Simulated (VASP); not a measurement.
Crystal: Ta.

```
CELL_PARAMETERS angstrom
-1.65500 1.65500 1.65500
1.65500 -1.65500 1.65500
1.65500 1.65500 -1.65500
ATOMIC_POSITIONS crystal
Ta 0.00000 0.00000 0.00000
```

| Property | Result |
| --- | --- |
| Program | VASP 6.6.1 |
| Task | relaxation of cell and atoms |
| Functional | LDA |
| Potentials or basis | VASP PAW LDA potentials, release 64 (Ta_sv_GW) |
| Cutoff | 500 eV |
| k mesh | 16 × 16 × 16 |
| Occupations | gaussian, width 0.1 eV |
| Spin | no spin polarisation |

At the start: pressure -10.7 GPa; volume 18.13 Å³/atom.

Question: How do energy, volume and symmetry change on relaxing?

Answer: Over 7 steps the energy falls by 33.4 meV/atom and the volume is 17.18 Å³/atom (-5.3 %); space group Im-3m (No. 229, to 0.05 Å).

The path:
```tsv
step	energy change (eV)	largest force (eV/Å)	pressure (GPa)	volume (Å³)
1	0.0000	0.0000	-10.72	18.13
2	0.1698	0.0000	35.20	15.13
3	-0.0333	0.0000	-0.55	17.22
4	-0.0334	0.0000	-0.07	17.18
5	-0.0334	0.0000	0.17	17.16
6	-0.0334	0.0000	-0.32	17.20
7	-0.0334	0.0000	0.00	17.18
```

Final structure:
```xyz
1
Lattice="-1.6254 1.6254 1.6254 1.6254 -1.6254 1.6254 1.6254 1.6254 -1.6254" Properties=species:S:1:pos:R:3 pbc="T T T"
Ta    0.0000    0.0000    0.0000
```
